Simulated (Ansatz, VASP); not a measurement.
**One calculation of C19O, two programs**

```
CELL_PARAMETERS angstrom
7.39800 0.00000 0.00000
-3.69900 6.40686 0.00000
0.00000 0.00000 12.00000
ATOMIC_POSITIONS crystal
C 0.00206 0.00239 0.06752
C 0.22176 0.11222 0.06743
C 0.00015 0.33386 0.06735
C 0.22369 0.44564 0.06737
C 0.00021 0.66914 0.06746
C 0.22365 0.78086 0.06746
C 0.33348 0.00052 0.06742
C 0.55705 0.11229 0.06743
C 0.33359 0.33580 0.06739
C 0.55698 0.44753 0.06742
C 0.33544 0.66906 0.06746
C 0.55521 0.77893 0.06754
C 0.66692 0.00246 0.06752
C 0.89032 0.11419 0.06749
C 0.66872 0.33572 0.06739
C 0.88846 0.44556 0.06737
C 0.66685 0.66725 0.06753
C 0.89031 0.77901 0.06754
C 0.74266 0.81762 0.36582
O 0.67282 0.67471 0.42174
```

Alike in both runs: functional PBE; k mesh 2 × 2 × 1; occupations fermi-dirac, width 0.02 eV; no spin polarisation.

Ansatz relaxed the structure, and its values are those at the end. VASP's run is a single point on that final structure, the one shown.

|  | VASP | Ansatz |
| --- | --- | --- |
| version | VASP 6.6.1 | Ansatz 0.2.0 |
| potentials or method | VASP PAW PBE potentials, release 64 (C, O), cutoff 520 eV | scalar-relativistic, plane waves, PAW |
| valence electrons in the cell | 82 | 82 |

|  | VASP | Ansatz | Ansatz less VASP |
| --- | --- | --- | --- |
| rms of the force components (eV/Å) | 0.173 | 0.025 | -0.1477 |

One of these differences is far larger than is usual between the two programs; its cause wasn't traced. The functional is the same, so the differences come from potentials, cutoffs and numerics.

The k mesh is coarse, so the values compare programs but aren't converged. Noted on VASP's run: the standard files for N, O and F lose accuracy on very short bonds.
